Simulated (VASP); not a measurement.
# Ti2B3 (Pm-3m) in VASP: further runs

The runs below take Ti2B3 through single point, relaxation of cell and atoms, with PBE.

Program: VASP 6.6.1. These are calculated values, not measurements. Logs are shortened: lines on timing, memory, paths and dates and some standing lists are left out, and cuts for length are marked.

### Step 1. The cell of the first run

It takes space group Pm-3m (No. 221, cubic). The conventional cell has a = 3.825 Å, b = 3.825 Å, c = 3.825 Å, α = 90.00°, β = 90.00°, γ = 90.00°. Within 2.5 Å of Ti (site symmetry m-3m) lie 6 B at 1.91 Å. Ti (site symmetry m-3m) has 12 B at 2.70 Å and 8 Ti at 3.31 Å within 3.6 Å. Within 2.5 Å of B (site symmetry 4/mmm) lie 2 Ti at 1.91 Å.

The cell was built from a structure type or drawn by symmetry, and may not be a known phase.

### Step 2. Single point, PBE

The input, INCAR:

```
SYSTEM = Ti2B3
  PREC = Accurate
  ENCUT = 520
  EDIFF = 1E-6
  ISMEAR = 0
  SIGMA = 0.1
  LREAL = .False.
  LASPH = .True.
  NELM = 60
  ALGO = Normal
  ISIF = 2
  LWAVE = .False.
  LCHARG = .False.
  GGA = PE
  NBANDS = 24
```

The input, KPOINTS:

```
regular mesh
0
Gamma
  4 4 4
  0 0 0
```

The input, POSCAR:

```
Ti2B3
1.0
    3.8253014600      0.0000000000      0.0000000000
    0.0000000000      3.8253014600      0.0000000000
    0.0000000000      0.0000000000      3.8253014600
Ti B
2 3
Direct
    0.0000000000      0.0000000000      0.0000000000
    0.5000000000      0.5000000000      0.5000000000
    0.5000000000      0.0000000000      0.0000000000
    0.0000000000      0.5000000000      0.0000000000
    0.0000000000      0.0000000000      0.5000000000
```

Potentials or basis: VASP PAW PBE potentials, release 64 (Ti_sv, B).

Started as:

```sh
> cat potpaw_PBE.64/Ti_sv/POTCAR potpaw_PBE.64/B/POTCAR > POTCAR
> mpirun -np 1 vasp_std > vasp.out
```

OUTCAR:

```text
SYSTEM = Ti2B3
   PREC = Accurate
   ENCUT = 520
   EDIFF = 1E-6
   ISMEAR = 0
   LREAL = .False.
   LASPH = .True.
   NELM = 60
   ISIF = 2
   GGA = PE

 ion  position               nearest neighbor table
   1  0.000  0.000  0.000-   3 1.91   4 1.91   5 1.91   5 1.91   4 1.91   3 1.91
   2  0.500  0.500  0.500-
   3  0.500  0.000  0.000-   1 1.91   1 1.91
   4  0.000  0.500  0.000-   1 1.91   1 1.91
   5  0.000  0.000  0.500-   1 1.91   1 1.91

  LATTYP: Found a simple cubic cell.
 ALAT       =     3.8253014600

  Lattice vectors:

 A1 = (   3.8253014600,   0.0000000000,   0.0000000000)
 A2 = (   0.0000000000,   3.8253014600,   0.0000000000)
 A3 = (   0.0000000000,   0.0000000000,   3.8253014600)

Analysis of symmetry for initial positions (statically):
=====================================================================
 Subroutine PRICEL returns:
 Original cell was already a primitive cell.

 Routine SETGRP: Setting up the symmetry group for a
 simple cubic supercell.

 Subroutine GETGRP returns: Found 48 space group operations
 (whereof 48 operations were pure point group operations)
 out of a pool of 48 trial point group operations.

The static configuration has the point symmetry O_h .

Analysis of symmetry for dynamics (positions and initial velocities):
=====================================================================
 Subroutine PRICEL returns:
 Original cell was already a primitive cell.

 Routine SETGRP: Setting up the symmetry group for a
 simple cubic supercell.

 Subroutine GETGRP returns: Found 48 space group operations
 (whereof 48 operations were pure point group operations)
 out of a pool of 48 trial point group operations.

The dynamic configuration has the point symmetry O_h .

 Subroutine INISYM returns: Found 48 space group operations
 (whereof 48 operations are pure point group operations),
 and found     1 'primitive' translations

----------------------------------------------------------------------------------------

                                     Primitive cell

  volume of cell :      55.9754

  direct lattice vectors                    reciprocal lattice vectors
     3.825301460  0.000000000  0.000000000     0.261417305  0.000000000  0.000000000
     0.000000000  3.825301460  0.000000000     0.000000000  0.261417305  0.000000000
     0.000000000  0.000000000  3.825301460     0.000000000  0.000000000  0.261417305

  length of vectors
     3.825301460  3.825301460  3.825301460     0.261417305  0.261417305  0.261417305

  position of ions in fractional coordinates (direct lattice)
     0.000000000  0.000000000  0.000000000
     0.500000000  0.500000000  0.500000000
     0.500000000  0.000000000  0.000000000
     0.000000000  0.500000000  0.000000000
     0.000000000  0.000000000  0.500000000

  ion indices of the primitive-cell ions
   primitive index   ion index
                 1           1
                 2           2
                 3           3
                 4           4
                 5           5

----------------------------------------------------------------------------------------

 KPOINTS: regular mesh

Automatic generation of k-mesh.
 Grid dimensions read from file:
 generate k-points for:    4    4    4

 Generating k-lattice:

  Cartesian coordinates                     Fractional coordinates (reciprocal lattice)
     0.065354326  0.000000000  0.000000000     0.250000000  0.000000000  0.000000000
     0.000000000  0.065354326  0.000000000     0.000000000  0.250000000  0.000000000
     0.000000000  0.000000000  0.065354326     0.000000000  0.000000000  0.250000000

  Length of vectors
     0.065354326  0.065354326  0.065354326

  Shift w.r.t. Gamma in fractional coordinates (k-lattice)
     0.000000000  0.000000000  0.000000000

 Subroutine IBZKPT returns following result:
 ===========================================

 Found     10 irreducible k-points:

 Following reciprocal coordinates:
            Coordinates               Weight
  0.000000  0.000000  0.000000      1.000000
  0.250000  0.000000  0.000000      6.000000
  0.500000  0.000000  0.000000      3.000000
  0.250000  0.250000  0.000000     12.000000
  0.500000  0.250000  0.000000     12.000000
  0.500000  0.500000  0.000000      3.000000
  0.250000  0.250000  0.250000      8.000000
  0.500000  0.250000  0.250000     12.000000
  0.500000  0.500000  0.250000      6.000000
  0.500000  0.500000  0.500000      1.000000
   k-points           NKPTS =     10   k-points in BZ     NKDIM =     10   number of bands    NBANDS=     24
   number of dos      NEDOS =    301   number of ions     NIONS =      5
   total plane-waves  NPLWV =  21952
   dimension x,y,z NGX =    28 NGY =   28 NGZ =   28
   dimension x,y,z NGXF=    56 NGYF=   56 NGZF=   56
   ions per type =               2   3
   NGX,Y,Z   is equivalent  to a cutoff of  12.17, 12.17, 12.17 a.u.
   NGXF,Y,Z  is equivalent  to a cutoff of  24.34, 24.34, 24.34 a.u.
 SYSTEM =  Ti2B3
   PREC   = accura    normal or accurate (medium, high low for compatibility)
   ISTART =      0    job   : 0-new  1-cont  2-samecut
   ICHARG =      2    charge: 1-file 2-atom 10-const
   ISPIN  =      1    spin polarized calculation?
   LNONCOLLINEAR =      F non collinear calculations
   LSORBIT =      F    spin-orbit coupling
   LASPH  =      T    aspherical Exc in radial PAW
   ENCUT  =  520.0 eV  38.22 Ry    6.18 a.u.   7.11  7.11  7.11*2*pi/ulx,y,z
   NELM   =     60;   NELMIN=  2; NELMDL= -5     # of ELM steps
   EDIFF  = 0.1E-05   stopping-criterion for ELM
   LREAL  =      F    real-space projection
[... 7 lines left out ...]
   TEBEG  =    0.0;   TEEND  =   0.0 temperature during run
   PSTRESS=    0.0 pullay stress
   NELECT =      33.0000    total number of electrons
   NUPDOWN=      -1.0000    fix difference up-down
   EMIN   =  10.00;   EMAX   =-10.00  energy-range for DOS
   EFERMI =   0.00;   METHOD = LEGACY
   ISMEAR =     0;   SIGMA  =   0.10  broadening in eV -4-tet -1-fermi 0-gaus
   EFERMI_NEDOS =   21; number of points for ismear=-14 and -15
   IALGO  =     38    algorithm
   IMIX   =      4    mixing-type and parameters
     AMIX     =   0.40;   BMIX     =  1.00
     AMIX_MAG =   1.60;   BMIX_MAG =  1.00
  volume/ion in A,a.u.               =      11.20        75.55
  Fermi-wavevector in a.u.,A,eV,Ry     =   1.372715  2.594056 25.638102  1.884347
  Thomas-Fermi vector in A             =   2.498297
   LORBIT       =      0    0 simple, 1 ext, 2 COOP (PROOUT), +10 PAW based schemes
   GGA     = PE    functional components
   LHFCALC =     F    Hartree Fock is set to
   AEXX    =    0.0000 exact exchange contribution
   IVDW    =     0    specifies the selected vdW correction
   LEPSILON=     F    determine dielectric tensor
   LRPA    =     F    only Hartree local field effects (RPA)
 non-spin polarized calculation
 Gauss-broadening in eV      SIGMA  =   0.10
  energy-cutoff  :      520.00
  volume of cell :       55.98
 maximum number of plane-waves:      1528
   NGX = 15   NGY = 15   NGZ = 15

 number of electron      33.0000024 magnetization

 Free energy of the ion-electron system (eV)
  ---------------------------------------------------
  ext. energy  EPLUGINS =         0.00000000
  ---------------------------------------------------
  free energy    TOTEN  =       -30.87856299 eV

  energy without entropy =      -30.86902837  energy(sigma->0) =      -30.87379568

 E-fermi :   7.5899     XC(G=0): -11.6562

 val. band max:        7.4107816574   @ k =   0.0000   0.0000   0.0000
 cond. band min:       7.6293450240   @ k =   0.2500   0.0000   0.0000
 fundamental gap:      0.2185633666
 Fermi energy:         7.5899025266

 k-point     1 :       0.0000    0.0000    0.0000
  band No.  band energies     occupation
      1     -50.5297      2.00000
      2     -47.3443      2.00000
      3     -26.7202      2.00000
      4     -26.7202      2.00000
      5     -26.7202      2.00000
      6     -23.9475      2.00000
[... 16 lines left out ...]
     23      10.0397      0.00000
     24      10.0397      0.00000

 k-point     2 :       0.2500    0.0000    0.0000
  band No.  band energies     occupation
      1     -50.5292      2.00000
      2     -47.3449      2.00000
      3     -26.7301      2.00000
      4     -26.7185      2.00000
      5     -26.7185      2.00000
      6     -23.9501      2.00000
[... 16 lines left out ...]
     23      11.1241      0.00000
     24      11.1712      0.00000

 k-point     3 :       0.5000    0.0000    0.0000
  band No.  band energies     occupation
      1     -50.5286      2.00000
      2     -47.3455      2.00000
      3     -26.7400      2.00000
      4     -26.7168      2.00000
      5     -26.7168      2.00000
      6     -23.9526      2.00000
[... 16 lines left out ...]
     23      10.4041      0.00000
     24      11.7406      0.00000

 k-point     4 :       0.2500    0.2500    0.0000
  band No.  band energies     occupation
      1     -50.5286      2.00000
      2     -47.3454      2.00000
      3     -26.7302      2.00000
      4     -26.7285      2.00000
      5     -26.7171      2.00000
      6     -23.9483      2.00000
[... 16 lines left out ...]
     23      10.3042      0.00000
     24      11.6248      0.00000

 k-point     5 :       0.5000    0.2500    0.0000
  band No.  band energies     occupation
      1     -50.5281      2.00000
      2     -47.3460      2.00000
      3     -26.7401      2.00000
      4     -26.7286      2.00000
      5     -26.7158      2.00000
      6     -23.9475      2.00000
[... 16 lines left out ...]
     23      10.3133      0.00000
     24      10.9675      0.00000

 k-point     6 :       0.5000    0.5000    0.0000
  band No.  band energies     occupation
      1     -50.5276      2.00000
      2     -47.3466      2.00000
      3     -26.7403      2.00000
      4     -26.7403      2.00000
      5     -26.7147      2.00000
      6     -23.9424      2.00000
[... 16 lines left out ...]
     23       9.7263      0.00000
     24       9.7921      0.00000

 k-point     7 :       0.2500    0.2500    0.2500
  band No.  band energies     occupation
      1     -50.5281      2.00000
      2     -47.3460      2.00000
      3     -26.7282      2.00000
      4     -26.7282      2.00000
      5     -26.7279      2.00000
      6     -23.9449      2.00000
[... 16 lines left out ...]
     23      11.3785      0.00000
     24      12.3193      0.00000

 k-point     8 :       0.5000    0.2500    0.2500
  band No.  band energies     occupation
      1     -50.5276      2.00000
      2     -47.3466      2.00000
      3     -26.7391      2.00000
      4     -26.7276      2.00000
      5     -26.7262      2.00000
      6     -23.9444      2.00000
[... 16 lines left out ...]
     23      11.6591      0.00000
     24      11.9900      0.00000

 k-point     9 :       0.5000    0.5000    0.2500
  band No.  band energies     occupation
      1     -50.5271      2.00000
      2     -47.3471      2.00000
      3     -26.7380      2.00000
      4     -26.7380      2.00000
      5     -26.7252      2.00000
      6     -23.9414      2.00000
[... 16 lines left out ...]
     23      11.5449      0.00000
     24      11.5449      0.00000

 k-point    10 :       0.5000    0.5000    0.5000
  band No.  band energies     occupation
      1     -50.5266      2.00000
      2     -47.3476      2.00000
      3     -26.7356      2.00000
      4     -26.7356      2.00000
      5     -26.7356      2.00000
      6     -23.9404      2.00000
[... 16 lines left out ...]
     23      10.4978      0.00000
     24      13.0573      0.00000

------------------------ aborting loop because EDIFF is reached ----------------------------------------

  FORCE on cell =-STRESS in cart. coord.  units (eV):
  Direction    XX          YY          ZZ          XY          YZ          ZX
  --------------------------------------------------------------------------------------
  -------------------------------------------------------------------------------------
  Total        4.1390361      4.1390361      4.1390361      0.0000000     -0.0000000     -0.0000000
  in kB      118.4712031    118.4712031    118.4712031      0.0000000     -0.0000000     -0.0000000
  external PRESSURE =     118.4712031 kB  Pullay stress =       0.0000000 kB

 VOLUME and BASIS-vectors are now :
 -----------------------------------------------------------------------------
  energy-cutoff  :      520.00
  volume of cell :       55.98
      direct lattice vectors                 reciprocal lattice vectors
     3.825301460  0.000000000  0.000000000     0.261417305  0.000000000  0.000000000
     0.000000000  3.825301460  0.000000000     0.000000000  0.261417305  0.000000000
     0.000000000  0.000000000  3.825301460     0.000000000  0.000000000  0.261417305

 POSITION                                       TOTAL-FORCE (eV/Angst)
 -----------------------------------------------------------------------------------
      0.00000      0.00000      0.00000         0.000000      0.000000      0.000000
      1.91265      1.91265      1.91265         0.000000      0.000000      0.000000
      1.91265      0.00000      0.00000         0.000000      0.000000      0.000000
      0.00000      1.91265      0.00000         0.000000      0.000000      0.000000
      0.00000      0.00000      1.91265         0.000000      0.000000      0.000000
 -----------------------------------------------------------------------------------
    total drift:                                0.000000      0.000000      0.000000

  FREE ENERGIE OF THE ION-ELECTRON SYSTEM (eV)
  ---------------------------------------------------
  free  energy   TOTEN  =       -30.8785629913 eV

  energy  without entropy=      -30.8690283716  energy(sigma->0) =      -30.87379568
```

It took 23 s on 1 thread of Intel Xeon 8259CL, shared host; peak memory 0.16 GiB.

What came out:

```yaml
Free_energy: -30.8786 eV
Pressure: 11.8 GPa
Band_gap_on_the_k_mesh: zero (an odd number of electrons rules out a gap without spin polarisation)
```

Caveat: the k points lie up to 0.41 Å⁻¹ apart, too coarse for converged energies and pressures of a metal.

### Step 3. Single point, PBE

This run uses another cell than the first one, of 12.30 Å³/atom.

The input, INCAR:

```
ALGO = Normal ; EDIFF = 1E-6
ENCUT = 520 ; GGA = PE
ISIF = 2 ; ISMEAR = 0
LASPH = True ; LCHARG = False
LREAL = False ; LWAVE = False
NBANDS = 24 ; NELM = 60
PREC = Accurate ; SIGMA = 0.1
```

The input, KPOINTS:

```
k-points
0
Gamma
  4 4 4
```

Edit POSCAR of step 2 so:

```diff
@@ -2,5 +2,5 @@
 1.0
-    3.8253014600      0.0000000000      0.0000000000
-    0.0000000000      3.8253014600      0.0000000000
-    0.0000000000      0.0000000000      3.8253014600
+    3.9468552646      0.0000000000      0.0000000000
+    0.0000000000      3.9468552646      0.0000000000
+    0.0000000000      0.0000000000      3.9468552646
 Ti B
```

Potentials or basis: VASP PAW PBE potentials, release 64 (Ti_sv, B).

Started as:

```sh
> cat potpaw_PBE.64/Ti_sv/POTCAR potpaw_PBE.64/B/POTCAR > POTCAR
> mpirun -np 1 vasp_std > vasp.out
```

Wall time 28 s (1 thread of Intel Xeon 8259CL, shared host); peak memory 0.16 GiB.

Results (log left out):

```
Free energy            : -31.0697 eV
Pressure               : -0.1 GPa
Band gap on the k mesh : zero (an odd number of electrons rules out a gap without spin polarisation)
```

Levels at points of the mesh, in eV from the Fermi level:
| k point | band 13 | band 14 | band 15 | band 16 | band 17 | band 18 | band 19 | band 20 | band 21 | band 22 |
| --- | --- | --- | --- | --- | --- | --- | --- | --- | --- | --- |
| (0.00, 0.00, 0.00) | -1.71 | -1.71 | -0.04 | -0.04 | -0.04 | 0.37 | 0.37 | 2.37 | 2.37 | 2.37 |
| (0.50, 0.00, 0.00) | -1.91 | -1.91 | -1.76 | -1.43 | -1.43 | 0.35 | 0.43 | 1.89 | 2.20 | 2.48 |
| (0.50, 0.50, 0.00) | -2.31 | -2.31 | -2.16 | -1.70 | 0.63 | 0.70 | 1.36 | 1.67 | 1.67 | 1.93 |
| (0.50, 0.50, 0.50) | -4.27 | -4.27 | -3.08 | -1.65 | -1.65 | 0.82 | 0.82 | 1.68 | 1.68 | 1.68 |

Caveat: the k points lie up to 0.40 Å⁻¹ apart, too coarse for converged energies and pressures of a metal.

### Step 4. Relaxation of cell and atoms, PBE

The input, INCAR:

```
ALGO = Normal
EDIFF = 1E-6
EDIFFG = -0.04
ENCUT = 600
GGA = PE
IBRION = 2
ISIF = 3
ISMEAR = 0
LASPH = T
LCHARG = F
LREAL = F
LWAVE = F
NELM = 100
NSW = 90
PREC = Accurate
SIGMA = 0.1
```

KPOINTS is that of step 3.

Edit POSCAR of step 3 so:

```diff
@@ -2,5 +2,5 @@
 1.0
-    3.9468552646      0.0000000000      0.0000000000
-    0.0000000000      3.9468552646      0.0000000000
-    0.0000000000      0.0000000000      3.9468552646
+    3.8253014600      0.0000000000      0.0000000000
+    0.0000000000      3.8253014600      0.0000000000
+    0.0000000000      0.0000000000      3.8253014600
 Ti B
```

Started as:

```sh
> cat potpaw_PBE.64/Ti_sv/POTCAR potpaw_PBE.64/B/POTCAR > POTCAR
> mpirun -np 1 vasp_std > vasp.out
```

Wall time 70 s (1 thread of Intel Xeon 8259CL, shared host); peak memory 0.18 GiB.

Results (log left out):

- Free energy: -31.0685 eV
- Relaxed volume: 12.29 Å³/atom
- Relaxed cell: a = 3.946 Å, b = 3.946 Å, c = 3.946 Å, α = 90.00°, β = 90.00°, γ = 90.00°
- Space group after relaxing (to 0.1 Å): Pm-3m (No. 221)
- Energy gained by relaxing: 37.6 meV/atom
- Ionic steps: 3
- Pressure after relaxing: 0.0 GPa
- Band gap on the k mesh: zero (an odd number of electrons rules out a gap without spin polarisation)

Step by step:
```tsv
step	energy change (eV)	largest force (eV/Å)	pressure (GPa)	volume (Å³)
1	0.0000	0.0000	11.83	55.98
2	-0.1759	0.0000	-2.44	62.94
3	-0.1882	0.0000	0.00	61.43
```

Final structure:
```
CELL_PARAMETERS angstrom
3.94565 0.00000 0.00000
0.00000 3.94565 0.00000
0.00000 0.00000 3.94565
ATOMIC_POSITIONS crystal
Ti 0.00000 0.00000 0.00000
Ti 0.50000 0.50000 0.50000
B 0.50000 0.00000 0.00000
B 0.00000 0.50000 0.00000
B 0.00000 0.00000 0.50000
```

Levels at points of the mesh, in eV from the Fermi level:
```csv
k point,band 13,band 14,band 15,band 16,band 17,band 18,band 19,band 20
"(0.00, 0.00, 0.00)",-1.71,-1.71,-0.04,-0.04,-0.04,0.37,0.37,2.37
"(0.50, 0.00, 0.00)",-1.92,-1.92,-1.77,-1.44,-1.44,0.35,0.43,1.89
"(0.50, 0.50, 0.00)",-2.32,-2.32,-2.17,-1.70,0.63,0.70,1.36,1.67
"(0.50, 0.50, 0.50)",-4.27,-4.27,-3.08,-1.65,-1.65,0.82,0.82,1.68
```

Caveat: the k points lie up to 0.40 Å⁻¹ apart in the final cell, too coarse for converged energies and pressures of a metal.

(Part 1 of 2 ends here.)
